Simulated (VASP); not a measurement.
# BaO (Fm-3m) in VASP: further runs

BaO is run at these levels: PBE+D4, HSE06, PBE-based screened hybrid with 20 % exact exchange; tasks: single point.

Program: VASP 6.6.1. These are calculated values, not measurements. Logs are shortened: lines on timing, memory, paths and dates and some standing lists are left out, and cuts for length are marked.

### Step 1. The cell of the first run

Symmetry: Fm-3m, No. 225, cubic system. Conventional cell: a = 5.544 Å, b = 5.544 Å, c = 5.544 Å, α = 90.00°, β = 90.00°, γ = 90.00°. Within 3.7 Å of Ba (site symmetry m-3m) lie 6 O at 2.77 Å. Within 3.7 Å of O (site symmetry m-3m) lie 6 Ba at 2.77 Å.

### Step 2. Single point, PBE+D4

INCAR

```
PREC = Accurate
ENCUT = 600
EDIFF = 1E-6
ISMEAR = 0
SIGMA = 0.01
LREAL = F
LASPH = T
NELM = 120
ALGO = Normal
ISIF = 2
LWAVE = F
LCHARG = F
GGA = PE
IVDW = 13
NBANDS = 15
GGA_COMPAT = F
```

KPOINTS

```
Automatic mesh
0
Gamma
  6 6 6
```

POSCAR

```
BaO
1.0
    0.0000000000      2.7718674917      2.7718674917
    2.7718674917      0.0000000000      2.7718674917
    2.7718674917      2.7718674917      0.0000000000
Ba O
1 1
Direct
    0.0000000000      0.0000000000      0.0000000000
    0.5000000000      0.5000000000      0.5000000000
```

Potentials or basis: VASP PAW PBE potentials, release 64 (Ba_sv, O).

Run with:

```console
$ cat potpaw_PBE.64/Ba_sv/POTCAR potpaw_PBE.64/O/POTCAR > POTCAR
$ mpirun -np 1 vasp_std > vasp.out
```

OUTCAR:

```text
PREC = Accurate
   ENCUT = 600
   EDIFF = 1E-6
   ISMEAR = 0
   LREAL = F
   LASPH = T
   NELM = 120
   ISIF = 2
   GGA = PE
   IVDW = 13

 ion  position               nearest neighbor table
   1  0.000  0.000  0.000-   2 2.77   2 2.77   2 2.77   2 2.77   2 2.77   2 2.77
   2  0.500  0.500  0.500-   1 2.77   1 2.77   1 2.77   1 2.77   1 2.77   1 2.77

  LATTYP: Found a face centered cubic cell.
 ALAT       =     5.5437349834

  Lattice vectors:

 A1 = (   0.0000000000,   2.7718674917,   2.7718674917)
 A2 = (   2.7718674917,   0.0000000000,   2.7718674917)
 A3 = (   2.7718674917,   2.7718674917,   0.0000000000)

Analysis of symmetry for initial positions (statically):
=====================================================================
 Subroutine PRICEL returns:
 Original cell was already a primitive cell.

 Routine SETGRP: Setting up the symmetry group for a
 face centered cubic supercell.

 Subroutine GETGRP returns: Found 48 space group operations
 (whereof 48 operations were pure point group operations)
 out of a pool of 48 trial point group operations.

The static configuration has the point symmetry O_h .

Analysis of symmetry for dynamics (positions and initial velocities):
=====================================================================
 Subroutine PRICEL returns:
 Original cell was already a primitive cell.

 Routine SETGRP: Setting up the symmetry group for a
 face centered cubic supercell.

 Subroutine GETGRP returns: Found 48 space group operations
 (whereof 48 operations were pure point group operations)
 out of a pool of 48 trial point group operations.

The dynamic configuration has the point symmetry O_h .

 Subroutine INISYM returns: Found 48 space group operations
 (whereof 48 operations are pure point group operations),
 and found     1 'primitive' translations

----------------------------------------------------------------------------------------

                                     Primitive cell

  volume of cell :      42.5939

  direct lattice vectors                    reciprocal lattice vectors
     0.000000000  2.771867492  2.771867492    -0.180383803  0.180383803  0.180383803
     2.771867492  0.000000000  2.771867492     0.180383803 -0.180383803  0.180383803
     2.771867492  2.771867492  0.000000000     0.180383803  0.180383803 -0.180383803

  length of vectors
     3.920012600  3.920012600  3.920012600     0.312433912  0.312433912  0.312433912

  position of ions in fractional coordinates (direct lattice)
     0.000000000  0.000000000  0.000000000
     0.500000000  0.500000000  0.500000000

  ion indices of the primitive-cell ions
   primitive index   ion index
                 1           1
                 2           2

----------------------------------------------------------------------------------------

 KPOINTS: Automatic mesh

Automatic generation of k-mesh.
 Grid dimensions read from file:
 generate k-points for:    6    6    6

 Generating k-lattice:

  Cartesian coordinates                     Fractional coordinates (reciprocal lattice)
    -0.030063967  0.030063967  0.030063967     0.166666667  0.000000000  0.000000000
     0.030063967 -0.030063967  0.030063967     0.000000000  0.166666667  0.000000000
     0.030063967  0.030063967 -0.030063967     0.000000000  0.000000000  0.166666667

  Length of vectors
     0.052072319  0.052072319  0.052072319

  Shift w.r.t. Gamma in fractional coordinates (k-lattice)
     0.000000000  0.000000000  0.000000000

 Subroutine IBZKPT returns following result:
 ===========================================

 Found     16 irreducible k-points:

 Following reciprocal coordinates:
            Coordinates               Weight
  0.000000  0.000000  0.000000      1.000000
  0.166667  0.000000  0.000000      8.000000
  0.333333  0.000000  0.000000      8.000000
  0.500000  0.000000  0.000000      4.000000
  0.166667  0.166667  0.000000      6.000000
  0.333333  0.166667  0.000000     24.000000
[... 8 lines left out ...]
 -0.333333  0.333333  0.166667     24.000000
 -0.333333  0.500000  0.166667     12.000000
   k-points           NKPTS =     16   k-points in BZ     NKDIM =     16   number of bands    NBANDS=     15
   number of dos      NEDOS =    301   number of ions     NIONS =      2
   total plane-waves  NPLWV =  32768
   dimension x,y,z NGX =    32 NGY =   32 NGZ =   32
   dimension x,y,z NGXF=    64 NGYF=   64 NGZF=   64
   ions per type =               1   1
   NGX,Y,Z   is equivalent  to a cutoff of  13.57, 13.57, 13.57 a.u.
   NGXF,Y,Z  is equivalent  to a cutoff of  27.14, 27.14, 27.14 a.u.
 SYSTEM =  unknown system
   PREC   = accura    normal or accurate (medium, high low for compatibility)
   ISTART =      0    job   : 0-new  1-cont  2-samecut
   ICHARG =      2    charge: 1-file 2-atom 10-const
   ISPIN  =      1    spin polarized calculation?
   LNONCOLLINEAR =      F non collinear calculations
   LSORBIT =      F    spin-orbit coupling
   LASPH  =      T    aspherical Exc in radial PAW
   ENCUT  =  600.0 eV  44.10 Ry    6.64 a.u.   7.83  7.83  7.83*2*pi/ulx,y,z
   NELM   =    120;   NELMIN=  2; NELMDL= -5     # of ELM steps
   EDIFF  = 0.1E-05   stopping-criterion for ELM
   LREAL  =      F    real-space projection
   EDIFFG = 0.1E-04   stopping-criterion for IOM
   NSW    =      0    number of steps for IOM
   IBRION =     -1    ionic relax: 0-MD 1-quasi-New 2-CG
   NFREE  =      0    steps in history (QN), initial steepest desc. (CG)
   ISIF   =      2    stress and relaxation
   ISYM   =      2    0-nonsym 1-usesym 2-fastsym
   POTIM  = 0.5000    time-step for ionic-motion
   TEBEG  =    0.0;   TEEND  =   0.0 temperature during run
   PSTRESS=    0.0 pullay stress
   NELECT =      16.0000    total number of electrons
   NUPDOWN=      -1.0000    fix difference up-down
   EMIN   =  10.00;   EMAX   =-10.00  energy-range for DOS
   EFERMI =   0.00;   METHOD = LEGACY
   ISMEAR =     0;   SIGMA  =   0.01  broadening in eV -4-tet -1-fermi 0-gaus
   EFERMI_NEDOS =   21; number of points for ismear=-14 and -15
   IALGO  =     38    algorithm
   IMIX   =      4    mixing-type and parameters
     AMIX     =   0.40;   BMIX     =  1.00
     AMIX_MAG =   1.60;   BMIX_MAG =  1.00
  volume/ion in A,a.u.               =      21.30       143.72
  Fermi-wavevector in a.u.,A,eV,Ry     =   1.181224  2.232190 18.984084  1.395291
  Thomas-Fermi vector in A             =   2.317502
   LORBIT       =      0    0 simple, 1 ext, 2 COOP (PROOUT), +10 PAW based schemes
   GGA     = PE    functional components
   LHFCALC =     F    Hartree Fock is set to
   AEXX    =    0.0000 exact exchange contribution
   IVDW    =    13    specifies the selected vdW correction
   LEPSILON=     F    determine dielectric tensor
   LRPA    =     F    only Hartree local field effects (RPA)
 non-spin polarized calculation
 Gauss-broadening in eV      SIGMA  =   0.01
  energy-cutoff  :      600.00
  volume of cell :       42.59
 maximum number of plane-waves:      1435
   NGX = 15   NGY = 15   NGZ = 15

 number of electron      16.0000000 magnetization

 Free energy of the ion-electron system (eV)
  ---------------------------------------------------
  ext. energy  EPLUGINS =         0.00000000
  ---------------------------------------------------
  free energy    TOTEN  =       -11.79652095 eV

  energy without entropy =      -11.79652095  energy(sigma->0) =      -11.79652095

 E-fermi :   1.9813     XC(G=0):  -9.6077

 val. band max:        1.8583087569   @ k =   0.5000   0.5000   0.0000
 cond. band min:       3.8422210659   @ k =   0.5000   0.5000   0.0000
 fundamental gap:      1.9839123089
 Fermi energy:         1.9813461678

 k-point     1 :       0.0000    0.0000    0.0000
  band No.  band energies     occupation
      1     -24.0539      2.00000
      2     -13.1514      2.00000
      3      -8.5712      2.00000
      4      -8.5712      2.00000
      5      -8.5712      2.00000
      6       1.5228      2.00000
      7       1.5228      2.00000
      8       1.5228      2.00000
      9       5.3928      0.00000
     10       6.5426      0.00000
     11       6.5426      0.00000
     12       6.5426      0.00000
     13       8.8021      0.00000
     14       8.8021      0.00000
     15      11.8305      0.00000

 k-point     2 :       0.1667    0.0000    0.0000
  band No.  band energies     occupation
      1     -23.9926      2.00000
      2     -13.3309      2.00000
      3      -8.6316      2.00000
      4      -8.6021      2.00000
      5      -8.6021      2.00000
      6       0.9847      2.00000
      7       1.1922      2.00000
      8       1.1922      2.00000
      9       6.2574      0.00000
     10       6.5981      0.00000
     11       7.0465      0.00000
     12       7.0465      0.00000
     13       9.4795      0.00000
     14       9.4795      0.00000
     15      13.4213      0.00000

 k-point     3 :       0.3333    0.0000    0.0000
  band No.  band energies     occupation
      1     -23.8656      2.00000
      2     -13.6910      2.00000
      3      -8.7395      2.00000
      4      -8.6618      2.00000
      5      -8.6618      2.00000
      6       0.1979      2.00000
      7       0.6353      2.00000
      8       0.6353      2.00000
      9       6.4850      0.00000
     10       8.2568      0.00000
     11       8.2568      0.00000
     12       8.7567      0.00000
     13      10.9979      0.00000
     14      10.9979      0.00000
     15      15.6501      0.00000

 k-point     4 :       0.5000    0.0000    0.0000
  band No.  band energies     occupation
      1     -23.7996      2.00000
      2     -13.8718      2.00000
      3      -8.7878      2.00000
      4      -8.6907      2.00000
      5      -8.6907      2.00000
      6      -0.1278      2.00000
      7       0.3932      2.00000
      8       0.3933      2.00000
      9       6.7823      0.00000
     10       9.0051      0.00000
     11       9.0051      0.00000
     12      10.0292      0.00000
     13      12.3314      0.00000
     14      12.3314      0.00000
     15      15.3004      0.00000
[... 163 lines left out ...]
 k-point    14 :       0.5000    0.3333    0.1667
  band No.  band energies     occupation
      1     -23.7873      2.00000
      2     -13.5954      2.00000
      3      -9.2350      2.00000
      4      -9.2007      2.00000
      5      -8.7154      2.00000
      6       0.6255      2.00000
      7       0.8454      2.00000
      8       1.5211      2.00000
      9       5.5091      0.00000
     10       7.9387      0.00000
     11       8.9928      0.00000
     12       9.7135      0.00000
     13      11.0980      0.00000
     14      12.8692      0.00000
     15      14.7111      0.00000

 k-point    15 :      -0.3333    0.3333    0.1667
  band No.  band energies     occupation
      1     -23.7453      2.00000
      2     -13.6155      2.00000
      3      -9.4107      2.00000
      4      -9.4031      2.00000
      5      -8.6623      2.00000
      6       0.4436      2.00000
      7       1.2980      2.00000
      8       1.3212      2.00000
      9       6.6024      0.00000
     10       6.8496      0.00000
     11       9.1940      0.00000
     12      10.3894      0.00000
     13      11.7452      0.00000
     14      13.6860      0.00000
     15      14.3394      0.00000

 k-point    16 :      -0.3333    0.5000    0.1667
  band No.  band energies     occupation
      1     -23.7283      2.00000
      2     -13.4704      2.00000
      3      -9.8343      2.00000
      4      -9.3923      2.00000
      5      -8.7699      2.00000
      6       0.8097      2.00000
      7       1.6226      2.00000
      8       1.7410      2.00000
      9       5.1356      0.00000
     10       8.0450      0.00000
     11       8.5105      0.00000
     12      11.3624      0.00000
     13      11.5848      0.00000
     14      13.9127      0.00000
     15      14.1753      0.00000

------------------------ aborting loop because EDIFF is reached ----------------------------------------

  DFT-D4 for vdW energy calculation

  Edisp (eV):   -0.38618

  FORCE on cell =-STRESS in cart. coord.  units (eV):
  Direction    XX          YY          ZZ          XY          YZ          ZX
  --------------------------------------------------------------------------------------
  -------------------------------------------------------------------------------------
  Total       0.33288     0.33288     0.33288     0.00000     0.00000     0.00000
  in kB      12.52128    12.52128    12.52128     0.00000     0.00000     0.00000
  external pressure =       12.52 kB  Pullay stress =        0.00 kB

 VOLUME and BASIS-vectors are now :
 -----------------------------------------------------------------------------
  energy-cutoff  :      600.00
  volume of cell :       42.59
      direct lattice vectors                 reciprocal lattice vectors
     0.000000000  2.771867492  2.771867492    -0.180383803  0.180383803  0.180383803
     2.771867492  0.000000000  2.771867492     0.180383803 -0.180383803  0.180383803
     2.771867492  2.771867492  0.000000000     0.180383803  0.180383803 -0.180383803

 POSITION                                       TOTAL-FORCE (eV/Angst)
 -----------------------------------------------------------------------------------
      0.00000      0.00000      0.00000         0.000000      0.000000      0.000000
      2.77187      2.77187      2.77187         0.000000      0.000000      0.000000
 -----------------------------------------------------------------------------------
    total drift:                                0.000000     -0.000000      0.000000

  FREE ENERGIE OF THE ION-ELECTRON SYSTEM (eV)
  ---------------------------------------------------
  free  energy   TOTEN  =       -12.1826995139 eV

  energy  without entropy=      -12.1826995139  energy(sigma->0) =      -12.18269951
```

Run time: 16 s. Hardware: 1 thread of Intel Xeon Platinum 8375C at 2.90GHz (Ice Lake), shared host; peak memory 0.18 GiB.

What came out:

- Free energy: -12.1827 eV
- Pressure: 1.3 GPa
- Band gap on the k mesh: 1.98 eV
- Dispersion energy per atom: -0.193 eV

Caveat: spin-orbit coupling is left out, which moves the levels of the heavy elements. A k mesh can miss the band edges.

### Step 3. Single point, HSE06

POSCAR is that of step 2.

INCAR.step1

```
  PREC = Accurate
  ENCUT = 520
  EDIFF = 1E-5
  ISMEAR = 0
  SIGMA = 0.01
  LREAL = False
  LASPH = True
  NELM = 120
  ALGO = Normal
  ISIF = 2
  LWAVE = True
  NBANDS = 15
  GGA = PE
  GGA_COMPAT = False
```

INCAR.step2

```
  PREC = Accurate
  ENCUT = 520
  EDIFF = 1E-6
  ISMEAR = 0
  SIGMA = 0.01
  LREAL = False
  LASPH = True
  NELM = 120
  ALGO = Normal
  ISIF = 2
  LWAVE = False
  LCHARG = True
  GGA = PE
  LHFCALC = True
  HFSCREEN = 0.2079
  PRECFOCK = Normal
  LELF = True
  LVHAR = True
  NBANDS = 15
  ISTART = 1
  GGA_COMPAT = False
```

KPOINTS

```
regular mesh
0
Gamma
  4 4 4
```

Potentials or basis: VASP PAW PBE potentials, release 64 (Ba_sv, O).

Run with:

```console
$ cat potpaw_PBE.64/Ba_sv/POTCAR potpaw_PBE.64/O/POTCAR > POTCAR
$ cp INCAR.step1 INCAR
$ mpirun -np 1 vasp_std > vasp.out
$ cp INCAR.step2 INCAR
$ mpirun -np 1 vasp_std > vasp.out
```

OUTCAR:

```text
PREC = Accurate
   ENCUT = 520
   EDIFF = 1E-6
   ISMEAR = 0
   LREAL = False
   LASPH = True
   NELM = 120
   ISIF = 2
   GGA = PE
   LHFCALC = True
   HFSCREEN = 0.2079
   PRECFOCK = Normal
   ISTART = 1

 ion  position               nearest neighbor table
   1  0.000  0.000  0.000-   2 2.77   2 2.77   2 2.77   2 2.77   2 2.77   2 2.77
   2  0.500  0.500  0.500-   1 2.77   1 2.77   1 2.77   1 2.77   1 2.77   1 2.77

  LATTYP: Found a face centered cubic cell.
 ALAT       =     5.5437349834

[... 323 lines left out ...]
------------------------ aborting loop because EDIFF is reached ----------------------------------------

  FORCE on cell =-STRESS in cart. coord.  units (eV):
  Direction    XX          YY          ZZ          XY          YZ          ZX
  --------------------------------------------------------------------------------------
  -------------------------------------------------------------------------------------
  Total        0.2952474      0.2952474      0.2952474      0.0000000      0.0000000      0.0000000
  in kB       11.1057845     11.1057845     11.1057845      0.0000000      0.0000000      0.0000000
  external PRESSURE =      11.1057845 kB  Pullay stress =       0.0000000 kB

 VOLUME and BASIS-vectors are now :
 -----------------------------------------------------------------------------
  energy-cutoff  :      520.00
  volume of cell :       42.59
      direct lattice vectors                 reciprocal lattice vectors
     0.000000000  2.771867492  2.771867492    -0.180383803  0.180383803  0.180383803
     2.771867492  0.000000000  2.771867492     0.180383803 -0.180383803  0.180383803
     2.771867492  2.771867492  0.000000000     0.180383803  0.180383803 -0.180383803

 POSITION                                       TOTAL-FORCE (eV/Angst)
 -----------------------------------------------------------------------------------
      0.00000      0.00000      0.00000         0.000000      0.000000      0.000000
      2.77187      2.77187      2.77187        -0.000000     -0.000000     -0.000000
 -----------------------------------------------------------------------------------
    total drift:                                0.000000      0.000000      0.000000

  FREE ENERGIE OF THE ION-ELECTRON SYSTEM (eV)
  ---------------------------------------------------
  free  energy   TOTEN  =       -13.8583890137 eV

  energy  without entropy=      -13.8583890137  energy(sigma->0) =      -13.85838901
```

Run time: 7.4 min. Hardware: 1 thread of Intel Xeon Platinum 8375C at 2.90GHz (Ice Lake), shared host; peak memory 0.27 GiB.

What came out:

```
Free energy            : -13.8584 eV
Pressure               : 1.1 GPa
Band gap on the k mesh : 3.25 eV
```

Levels at points of the mesh, in eV from the valence-band top:
```tsv
k point	band 4	band 5	band 6	band 7	band 8	band 9	band 10	band 11	band 12	band 13
(0.00, 0.00, 0.00)	-10.83	-10.83	-0.39	-0.39	-0.39	4.86	6.10	6.10	6.10	8.44
(0.50, 0.00, 0.00)	-10.94	-10.94	-2.08	-1.58	-1.58	6.35	8.74	8.74	9.57	12.27
(0.50, 0.50, 0.00)	-11.46	-11.46	-0.18	-0.18	0.00	3.25	7.45	10.49	10.95	11.42
```

Caveat: the k points lie up to 0.49 Å⁻¹ apart; the PAW data sets were made with another functional, which shifts forces and pressure a little; spin-orbit coupling is left out, which moves the levels of the heavy elements. A k mesh can miss the band edges.

(Part 1 of 2 ends here.)
